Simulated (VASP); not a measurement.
# HgTe (I-4m2) in VASP: notebook

The runs below take HgTe through single point, with PBE.

Everything below comes from runs of VASP 6.6.1. Logs are shortened: lines on timing, memory, paths and dates and some standing lists are left out, and cuts for length are marked.

**1. The cell of the first run**

Symmetry: I-4m2, No. 119, tetragonal system. The conventional cell has a = 4.559 Å, b = 4.559 Å, c = 6.544 Å, α = 90.00°, β = 90.00°, γ = 90.00°. Within 3.7 Å of Hg (site symmetry -4m2) lie 4 Te at 2.81 Å. Te (site symmetry -4m2) has 4 Hg at 2.81 Å within 3.7 Å.

**2. Single point, PBE (strain +0.000 along x and y, +0.015 along z)**

File INCAR:

```
SYSTEM = HgTe
ALGO = Normal
EDIFF = 1E-6
ENCUT = 520
GGA = PE
ISIF = 2
ISMEAR = 0
LASPH = .TRUE.
LCHARG = .FALSE.
LREAL = .FALSE.
LWAVE = .FALSE.
NBANDS = 16
NELM = 80
PREC = Accurate
SIGMA = 0.15
```

File KPOINTS:

```
k-points
0
G
  14 14 14
  0 0 0
```

File POSCAR:

```
HgTe
1.0
    0.0000000000      3.2235000000      3.2718525000
    3.2235000000      0.0000000000      3.2718525000
    3.2235000000      3.2235000000      0.0000000000
Hg Te
1 1
Direct
    0.0000000000      0.0000000000      0.0000000000
    0.7500000000      0.7500000000      0.7500000000
```

Potentials or basis: VASP PAW PBE potentials, release 64 (Hg, Te).

The run is started by

```
cat potpaw_PBE.64/Hg/POTCAR potpaw_PBE.64/Te/POTCAR > POTCAR
mpirun -np 1 vasp_std > vasp.out
```

OUTCAR:

```text
SYSTEM = HgTe
   EDIFF = 1E-6
   ENCUT = 520
   GGA = PE
   ISIF = 2
   ISMEAR = 0
   LASPH = .TRUE.
   LREAL = .FALSE.
   NELM = 80
   PREC = Accurate

 ion  position               nearest neighbor table
   1  0.000  0.000  0.000-   2 2.81   2 2.81   2 2.81   2 2.81
   2  0.750  0.750  0.750-   1 2.81   1 2.81   1 2.81   1 2.81

  LATTYP: Found a body centered tetragonal cell.
 ALAT       =     4.5587174183
 C/A-ratio  =     1.4354267658

  Lattice vectors:

 A1 = (  -3.2235000000,   0.0000000000,   3.2718525000)
 A2 = (   3.2235000000,   0.0000000000,   3.2718525000)
 A3 = (   0.0000000000,   3.2235000000,  -3.2718525000)

Analysis of symmetry for initial positions (statically):
=====================================================================
 Subroutine PRICEL returns:
 Original cell was already a primitive cell.

 Routine SETGRP: Setting up the symmetry group for a
 body centered tetragonal supercell.

 Subroutine GETGRP returns: Found  8 space group operations
 (whereof  8 operations were pure point group operations)
 out of a pool of 16 trial point group operations.

The static configuration has the point symmetry D_2d.

Analysis of symmetry for dynamics (positions and initial velocities):
=====================================================================
 Subroutine PRICEL returns:
 Original cell was already a primitive cell.

 Routine SETGRP: Setting up the symmetry group for a
 body centered tetragonal supercell.

 Subroutine GETGRP returns: Found  8 space group operations
 (whereof  8 operations were pure point group operations)
 out of a pool of 16 trial point group operations.

The dynamic configuration has the point symmetry D_2d.

 Subroutine INISYM returns: Found  8 space group operations
 (whereof  8 operations are pure point group operations),
 and found     1 'primitive' translations

----------------------------------------------------------------------------------------

                                     Primitive cell

  volume of cell :      67.9953

  direct lattice vectors                    reciprocal lattice vectors
     0.000000000  3.223500000  3.271852500    -0.155110904  0.155110904  0.152818625
     3.223500000  0.000000000  3.271852500     0.155110904 -0.155110904  0.152818625
     3.223500000  3.223500000  0.000000000     0.155110904  0.155110904 -0.152818625

  length of vectors
     4.593035057  4.593035057  4.558717418     0.267343071  0.267343071  0.267343071

  position of ions in fractional coordinates (direct lattice)
     0.000000000  0.000000000  0.000000000
     0.750000000  0.750000000  0.750000000

  ion indices of the primitive-cell ions
   primitive index   ion index
                 1           1
                 2           2

----------------------------------------------------------------------------------------

 KPOINTS: k-points

Automatic generation of k-mesh.
 Grid dimensions read from file:
 generate k-points for:   14   14   14

 Generating k-lattice:

  Cartesian coordinates                     Fractional coordinates (reciprocal lattice)
    -0.011079350  0.011079350  0.010915616     0.071428571  0.000000000  0.000000000
     0.011079350 -0.011079350  0.010915616     0.000000000  0.071428571  0.000000000
     0.011079350  0.011079350 -0.010915616     0.000000000  0.000000000  0.071428571

  Length of vectors
     0.019095934  0.019095934  0.019095934

  Shift w.r.t. Gamma in fractional coordinates (k-lattice)
     0.000000000  0.000000000  0.000000000

 Subroutine IBZKPT returns following result:
 ===========================================

 Found    244 irreducible k-points:

 Following reciprocal coordinates:
            Coordinates               Weight
  0.000000  0.000000  0.000000      1.000000
  0.071429  0.000000  0.000000      8.000000
  0.142857  0.000000  0.000000      8.000000
  0.214286  0.000000  0.000000      8.000000
  0.285714  0.000000  0.000000      8.000000
  0.357143  0.000000  0.000000      8.000000
[... 16 lines left out ...]
  0.214286  0.142857  0.000000      8.000000
  0.285714  0.142857  0.000000      8.000000
 [... further k-points ...]
   k-points           NKPTS =    244   k-points in BZ     NKDIM =    244   number of bands    NBANDS=     16
   number of dos      NEDOS =    301   number of ions     NIONS =      2
   total plane-waves  NPLWV =  46656
   dimension x,y,z NGX =    36 NGY =   36 NGZ =   36
   dimension x,y,z NGXF=    72 NGYF=   72 NGZF=   72
   ions per type =               1   1
   NGX,Y,Z   is equivalent  to a cutoff of  13.03, 13.03, 13.13 a.u.
   NGXF,Y,Z  is equivalent  to a cutoff of  26.06, 26.06, 26.26 a.u.
 SYSTEM =  HgTe
   PREC   = accura    normal or accurate (medium, high low for compatibility)
   ISTART =      0    job   : 0-new  1-cont  2-samecut
   ICHARG =      2    charge: 1-file 2-atom 10-const
   ISPIN  =      1    spin polarized calculation?
   LNONCOLLINEAR =      F non collinear calculations
   LSORBIT =      F    spin-orbit coupling
   LASPH  =      T    aspherical Exc in radial PAW
   ENCUT  =  520.0 eV  38.22 Ry    6.18 a.u.   8.54  8.54  8.48*2*pi/ulx,y,z
   NELM   =     80;   NELMIN=  2; NELMDL= -5     # of ELM steps
   EDIFF  = 0.1E-05   stopping-criterion for ELM
   LREAL  =      F    real-space projection
   EDIFFG = 0.1E-04   stopping-criterion for IOM
   NSW    =      0    number of steps for IOM
   IBRION =     -1    ionic relax: 0-MD 1-quasi-New 2-CG
   NFREE  =      0    steps in history (QN), initial steepest desc. (CG)
   ISIF   =      2    stress and relaxation
   ISYM   =      2    0-nonsym 1-usesym 2-fastsym
   POTIM  = 0.5000    time-step for ionic-motion
   TEBEG  =    0.0;   TEEND  =   0.0 temperature during run
   PSTRESS=    0.0 pullay stress
   NELECT =      18.0000    total number of electrons
   NUPDOWN=      -1.0000    fix difference up-down
   EMIN   =  10.00;   EMAX   =-10.00  energy-range for DOS
   EFERMI =   0.00;   METHOD = LEGACY
   ISMEAR =     0;   SIGMA  =   0.15  broadening in eV -4-tet -1-fermi 0-gaus
   EFERMI_NEDOS =   21; number of points for ismear=-14 and -15
   IALGO  =     38    algorithm
   IMIX   =      4    mixing-type and parameters
     AMIX     =   0.40;   BMIX     =  1.00
     AMIX_MAG =   1.60;   BMIX_MAG =  1.00
  volume/ion in A,a.u.               =      34.00       229.43
  Fermi-wavevector in a.u.,A,eV,Ry     =   1.051169  1.986422 15.033850  1.104957
  Thomas-Fermi vector in A             =   2.186202
   LORBIT       =      0    0 simple, 1 ext, 2 COOP (PROOUT), +10 PAW based schemes
   GGA     = PE    functional components
   LHFCALC =     F    Hartree Fock is set to
   AEXX    =    0.0000 exact exchange contribution
   IVDW    =     0    specifies the selected vdW correction
   LEPSILON=     F    determine dielectric tensor
   LRPA    =     F    only Hartree local field effects (RPA)
 non-spin polarized calculation
 Gauss-broadening in eV      SIGMA  =   0.15
  energy-cutoff  :      520.00
  volume of cell :       68.00
 maximum number of plane-waves:      1856
 NGX is ok and might be reduce to    36
   NGX = 17   NGY = 17   NGZ = 17

 number of electron      18.0000002 magnetization

 Free energy of the ion-electron system (eV)
  ---------------------------------------------------
  ext. energy  EPLUGINS =         0.00000000
  ---------------------------------------------------
  free energy    TOTEN  =        -3.59602227 eV

  energy without entropy =       -3.59580290  energy(sigma->0) =       -3.59591259

 E-fermi :   3.1601     XC(G=0):  -8.7121

 val. band max:        3.0393009597   @ k =   0.0000   0.0000   0.0000
 cond. band min:       3.3815354807   @ k =   0.0714   0.0000   0.0000
 fundamental gap:      0.3422345210
 Fermi energy:         3.1601230987

 k-point     1 :       0.0000    0.0000    0.0000
  band No.  band energies     occupation
      1      -8.9139      2.00000
      2      -4.2922      2.00000
      3      -4.2885      2.00000
      4      -4.2885      2.00000
      5      -3.7735      2.00000
      6      -3.7634      2.00000
[... 8 lines left out ...]
     15      12.4622      0.00000
     16      12.6613      0.00000

 k-point     2 :       0.0714    0.0000    0.0000
  band No.  band energies     occupation
      1      -8.8885      2.00000
      2      -4.2850      2.00000
      3      -4.2812      2.00000
      4      -4.2799      2.00000
      5      -3.7741      2.00000
      6      -3.7644      2.00000
[... 8 lines left out ...]
     15      12.0158      0.00000
     16      12.1786      0.00000

 k-point     3 :       0.1429    0.0000    0.0000
  band No.  band energies     occupation
      1      -8.8159      2.00000
      2      -4.2649      2.00000
      3      -4.2613      2.00000
      4      -4.2497      2.00000
      5      -3.7752      2.00000
      6      -3.7665      2.00000
[... 8 lines left out ...]
     15      11.6198      0.00000
     16      11.7393      0.00000

 k-point     4 :       0.2143    0.0000    0.0000
  band No.  band energies     occupation
      1      -8.7077      2.00000
      2      -4.2378      2.00000
      3      -4.2337      2.00000
      4      -4.1839      2.00000
      5      -3.7742      2.00000
      6      -3.7675      2.00000
[... 8 lines left out ...]
     15      11.4785      0.00000
     16      11.5436      0.00000

 k-point     5 :       0.2857    0.0000    0.0000
  band No.  band energies     occupation
      1      -8.5827      2.00000
      2      -4.2107      2.00000
      3      -4.2055      2.00000
      4      -4.0637      2.00000
      5      -3.7690      2.00000
      6      -3.7648      2.00000
[... 8 lines left out ...]
     15      11.6334      0.00000
     16      11.6529      0.00000

 k-point     6 :       0.3571    0.0000    0.0000
  band No.  band energies     occupation
      1      -8.4654      2.00000
      2      -4.1894      2.00000
      3      -4.1829      2.00000
      4      -3.8737      2.00000
      5      -3.7595      2.00000
      6      -3.7585      2.00000
[... 8 lines left out ...]
     15      12.0603      0.00000
     16      12.0845      0.00000

 k-point     7 :       0.4286    0.0000    0.0000
  band No.  band energies     occupation
      1      -8.3816      2.00000
      2      -4.1766      2.00000
      3      -4.1691      2.00000
      4      -3.7519      2.00000
      5      -3.7514      2.00000
      6      -3.6246      2.00000
[... 8 lines left out ...]
     15      12.6458      0.00000
     16      12.7072      0.00000

 k-point     8 :       0.5000    0.0000    0.0000
  band No.  band energies     occupation
      1      -8.3512      2.00000
      2      -4.1725      2.00000
      3      -4.1646      2.00000
      4      -3.7484      2.00000
      5      -3.7477      2.00000
      6      -3.4674      2.00000
[... 8 lines left out ...]
     15      13.0216      0.00000
     16      13.1033      0.00000

 k-point     9 :       0.0714    0.0714    0.0000
  band No.  band energies     occupation
      1      -8.8804      2.00000
      2      -4.2888      2.00000
      3      -4.2747      2.00000
      4      -4.2747      2.00000
      5      -3.7789      2.00000
      6      -3.7605      2.00000
[... 8 lines left out ...]
     15      11.4619      0.00000
     16      12.6851      0.00000
[... 172 lines left out ...]
 k-point    19 :      -0.2143    0.0714    0.0000
  band No.  band energies     occupation
      1      -8.6476      2.00000
      2      -4.2242      2.00000
      3      -4.2170      2.00000
      4      -4.1427      2.00000
      5      -3.7779      2.00000
      6      -3.7599      2.00000
[... 8 lines left out ...]
     15      11.1641      0.00000
     16      11.9513      0.00000

 k-point    20 :      -0.1429    0.0714    0.0000
  band No.  band energies     occupation
      1      -8.7620      2.00000
      2      -4.2523      2.00000
      3      -4.2475      2.00000
      4      -4.2216      2.00000
      5      -3.7755      2.00000
      6      -3.7664      2.00000
[... 8 lines left out ...]
     15      11.2699      0.00000
     16      11.7176      0.00000

 k-point    21 :      -0.0714    0.0714    0.0000
  band No.  band energies     occupation
      1      -8.8469      2.00000
      2      -4.2731      2.00000
      3      -4.2729      2.00000
      4      -4.2617      2.00000
      5      -3.7704      2.00000
      6      -3.7700      2.00000
[... 8 lines left out ...]
     15      11.6306      0.00000
     16      11.9144      0.00000

 k-point    22 :       0.1429    0.1429    0.0000
  band No.  band energies     occupation
      1      -8.7845      2.00000
      2      -4.2750      2.00000
      3      -4.2348      2.00000
      4      -4.2348      2.00000
      5      -3.7923      2.00000
      6      -3.7526      2.00000
[... 8 lines left out ...]
     15      11.0588      0.00000
     16      12.7556      0.00000

 k-point    23 :       0.2143    0.1429    0.0000
  band No.  band energies     occupation
      1      -8.7039      2.00000
      2      -4.2544      2.00000
      3      -4.2054      2.00000
      4      -4.1982      2.00000
      5      -3.7975      2.00000
      6      -3.7482      2.00000
[... 8 lines left out ...]
     15      11.7053      0.00000
     16      12.5847      0.00000

 k-point    24 :       0.2857    0.1429    0.0000
  band No.  band energies     occupation
      1      -8.5957      2.00000
      2      -4.2220      2.00000
      3      -4.1739      2.00000
      4      -4.1273      2.00000
      5      -3.7939      2.00000
      6      -3.7443      2.00000
[... 8 lines left out ...]
     15      12.1007      0.00000
     16      12.5040      0.00000

 [... further k-points ...]
[... 5 lines left out ...]
  --------------------------------------------------------------------------------------
  -------------------------------------------------------------------------------------
  Total        1.4479857      1.4479857      1.3653334      0.0000000      0.0000000      0.0000000
  in kB       34.1189611     34.1189611     32.1714213      0.0000000      0.0000000      0.0000000
  external PRESSURE =      33.4697812 kB  Pullay stress =       0.0000000 kB

 VOLUME and BASIS-vectors are now :
 -----------------------------------------------------------------------------
  energy-cutoff  :      520.00
  volume of cell :       68.00
      direct lattice vectors                 reciprocal lattice vectors
     0.000000000  3.223500000  3.271852500    -0.155110904  0.155110904  0.152818625
     3.223500000  0.000000000  3.271852500     0.155110904 -0.155110904  0.152818625
     3.223500000  3.223500000  0.000000000     0.155110904  0.155110904 -0.152818625

 POSITION                                       TOTAL-FORCE (eV/Angst)
 -----------------------------------------------------------------------------------
      0.00000      0.00000      0.00000        -0.000000     -0.000000     -0.000000
      4.83525      4.83525      4.90778         0.000000      0.000000      0.000000
 -----------------------------------------------------------------------------------
    total drift:                                0.000000      0.000000      0.000000

  FREE ENERGIE OF THE ION-ELECTRON SYSTEM (eV)
  ---------------------------------------------------
  free  energy   TOTEN  =        -3.5960222735 eV

  energy  without entropy=       -3.5958029035  energy(sigma->0) =       -3.59591259
```

It took 2.1 min on 1 thread of Intel Xeon 6975P-C (Granite Rapids), shared host; peak memory 0.41 GiB.

What came out:

| Item | Value |
| --- | --- |
| Free energy | -3.5960 eV |
| Pressure | 3.3 GPa |
| Band gap on the k mesh | zero (filled and empty bands touch) |

Stress tensor (GPa, compression positive):
```
3.41 0.00 0.00
0.00 3.41 0.00
0.00 0.00 3.22
```

Caveat: the cell differs from its parent crystal (strain +0.000 along x and y, +0.015 along z); spin-orbit coupling is left out, which moves the levels of the heavy elements.

(Part 1 of 2 ends here.)
